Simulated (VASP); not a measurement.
Write the native input for VASP 6.6.1 that does the following.

```yaml
Task: single point
Functional: PBEsol
Potentials_or_basis: VASP PAW PBE potentials, release 64 (Mo_sv, S)
Cutoff: 520 eV
k_mesh: 10 × 10 × 10
Occupations: fermi-dirac, width 0.05 eV
Spin: no spin polarisation
Dipole_correction: no
Further_INCAR_settings: ALGO = Normal; EDIFF = 1e-06; NBANDS = 20
```

The structure of MoS2 lies in POSCAR:

```
MoS2
1.0
    1.5630194992      0.9024097286      6.0956778136
   -1.5630194992      0.9024097286      6.0956778136
    0.0000000000     -1.8048194572      6.0956778136
Mo S
1 2
Direct
    0.0000000000      0.0000000000      0.0000000000
    0.2460311041      0.2460311041      0.2460311041
    0.7539688959      0.7539688959      0.7539688959
```

These files were run (other wordings do the same):

INCAR

```
PREC     = Accurate       # precision mode
ENCUT    = 520            # plane-wave cutoff, eV
EDIFF    = 1E-6           # SCF threshold, eV
ISMEAR   = -1             # smearing method
SIGMA    = 0.05           # smearing width, eV
LREAL    = F              # projectors in reciprocal space
LASPH    = T              # aspherical terms in the spheres
NELM     = 100            # most SCF steps
ALGO     = Normal         # electronic algorithm
ISIF     = 2              # what is computed and relaxed
LWAVE    = F              # write WAVECAR
LCHARG   = T              # write CHGCAR
GGA      = PS             # functional
LELF     = T              # ELF
LVHAR    = T            
NBANDS   = 20             # bands
```

KPOINTS

```
regular mesh
0
Gamma
  10 10 10
```

Potentials or basis: VASP PAW PBE potentials, release 64 (Mo_sv, S).

The run is started by

```bash
$ cat potpaw_PBE.64/Mo_sv/POTCAR potpaw_PBE.64/S/POTCAR > POTCAR
$ mpirun -np 1 vasp_std > vasp.out
```

It gave:

```
Pressure               : 0.0 GPa
Largest force          : 0.004 eV/Å
Band gap on the k mesh : zero (bands 13 and 14 overlap by 0.48 eV)
```

Caveat: the PAW data sets were made with another functional, which shifts forces and pressure a little.

Run time: 6.8 min on 1 thread of Intel Xeon 8259CL, with other jobs on the host, peak memory 0.38 GiB.
